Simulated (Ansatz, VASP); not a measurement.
One calculation of Sr, two programs

INCAR

```
SYSTEM = Sr
ALGO = Normal
EDIFF = 1E-6
ENCUT = 520
ISIF = 2
ISMEAR = -1
LASPH = .TRUE.
LCHARG = .FALSE.
LREAL = .FALSE.
LWAVE = .FALSE.
NBANDS = 11
NELM = 80
PREC = Accurate
SIGMA = 0.1
```

The input KPOINTS:

```
k-points
0
G
  15 15 15
  0 0 0
```

File POSCAR:

```
Sr
1.0
    0.0000000000      3.0146529396      3.0146529396
    3.0146529396      0.0000000000      3.0146529396
    3.0146529396      3.0146529396      0.0000000000
Sr
1
Direct
    0.0000000000      0.0000000000      0.0000000000
```

Input for Ansatz:

```yaml
crystal:
  lattice:
    - [0.0, 3.0146529422, 3.0146529422]
    - [3.0146529422, 0.0, 3.0146529422]
    - [3.0146529422, 3.0146529422, 0.0]
  atoms:
    - { symbol: Sr, position: [0.0, 0.0, 0.0] }
hamiltonian:
  xc: lda
  pseudopotentials:
    kind: paw
    azcp:
      Sr: "pseudopotentials/Sr.paw.azcp"
basis:
  ecutwfc: 420
  fft_grid_basis: typed
kpoints:
  mp_grid: { grid: [15, 15, 15], shift: [0, 0, 0] }
magnetization:
  spin_polarized: false
scf:
  occupations: { method: fermi_dirac, width: 0.1 }
output:
  stress: true
```

Alike in both runs: task single point; functional LDA; k mesh 15 × 15 × 15; occupations fermi-dirac, width 0.1 eV; no spin polarisation.

|  | VASP | Ansatz |
| --- | --- | --- |
| version | VASP 6.6.1 | Ansatz 0.2.0 |
| potentials or method | VASP PAW LDA potentials, release 64 (Sr_sv), cutoff 520 eV | plane waves (420 eV) with PAW, scalar-relativistic |
| valence electrons in the cell | 10 | 10 |

|  | VASP | Ansatz | Ansatz less VASP |
| --- | --- | --- | --- |
| pressure (GPa) | -1.3 | -1.3 | 0.00 |

Ansatz warns that its potentials were made for another functional, while VASP's fit it. LDA's correlation is that of Perdew and Zunger in VASP and of Perdew and Wang (1992) in Ansatz.
